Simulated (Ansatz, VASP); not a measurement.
## One calculation of SiO2, two programs

```
Si O
1.0
     0.00000    4.69873    7.34186
     2.34720    0.00000    7.34186
     2.34720    4.69873    0.00000
Si O
4 8
Direct
  0.56308 0.56308 0.93692
  0.31308 0.31308 0.68692
  0.68692 0.68692 0.31308
  0.93692 0.93692 0.56308
  0.62500 0.12500 0.62500
  0.62500 0.62500 0.12500
  0.62500 0.62500 0.62500
  0.12500 0.62500 0.62500
  0.18564 0.81436 0.18564
  0.81436 0.18564 0.81436
  0.43564 0.06436 0.43564
  0.06436 0.43564 0.06436
```

Alike in both runs: task single point; functional LDA; k mesh 6 × 6 × 6; occupations gaussian, width 0.02 eV; no spin polarisation.

```csv
,VASP,Ansatz
version,VASP 6.6.1,Ansatz 0.2.0
potentials or method,"VASP PAW LDA potentials, release 64 (Si, O), cutoff 520 eV","scalar-relativistic, plane waves, PAW"
valence electrons in the cell,64,64
```

```csv
,VASP,Ansatz,Ansatz less VASP
gap on the k mesh at the Fermi level (eV),5.60,5.60,-0.002
least direct gap on the mesh (eV),5.60,5.60,-0.002
pressure (GPa),0.6,0.0,-0.61
"traceless stress, the component that is largest in VASP (GPa)",-0.15,0.00,+0.147
rms of the force components (eV/Å),0.017,0.000,-0.0169
```

LDA's correlation is that of Perdew and Zunger in VASP and of Perdew and Wang (1992) in Ansatz. Atom by atom the forces differ by 0.017 eV/Å (rms over components).
